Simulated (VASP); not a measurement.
A run of VASP 6.6.1:

Contents of INCAR:

```
PREC     = Accurate       # precision mode
ENCUT    = 600            # plane-wave cutoff, eV
EDIFF    = 1E-6           # SCF threshold, eV
ISMEAR   = -1             # smearing method
SIGMA    = 0.08           # smearing width, eV
LREAL    = False          # projectors in reciprocal space
LASPH    = True           # aspherical terms in the spheres
NELM     = 100            # most SCF steps
ALGO     = Normal         # electronic algorithm
ISIF     = 3              # what is computed and relaxed
LWAVE    = False          # write WAVECAR
LCHARG   = False          # write CHGCAR
GGA      = PE             # functional
IBRION   = 2              # ionic algorithm
NSW      = 60             # ionic steps
EDIFFG   = -0.005         # ionic threshold
```

Contents of KPOINTS:

```
Automatic mesh
0
Gamma
  13 13 13
```

Contents of POSCAR:

```
Na
1.0
    0.0000000000      2.6440235555      2.6440235555
    2.6440235555      0.0000000000      2.6440235555
    2.6440235555      2.6440235555      0.0000000000
Na
1
Direct
    0.0000000000      0.0000000000      0.0000000000
```

Potentials or basis: VASP PAW PBE potentials, release 64 (Na_pv).

Run with:

```bash
$ cat potpaw_PBE.64/Na_pv/POTCAR > POTCAR
$ mpirun -np 1 vasp_std > vasp.out
```

Hardware: 1 thread of Intel(R) Xeon(R) 6975P-C (Granite Rapids), on a shared host.

Question: How long does it take, and how much memory?

Answer: Run time: 7.7 s on 1 thread of Intel(R) Xeon(R) 6975P-C (Granite Rapids), on a shared host, peak memory 0.16 GiB. Counts: scf iterations 9, k points 84, ion steps 1.
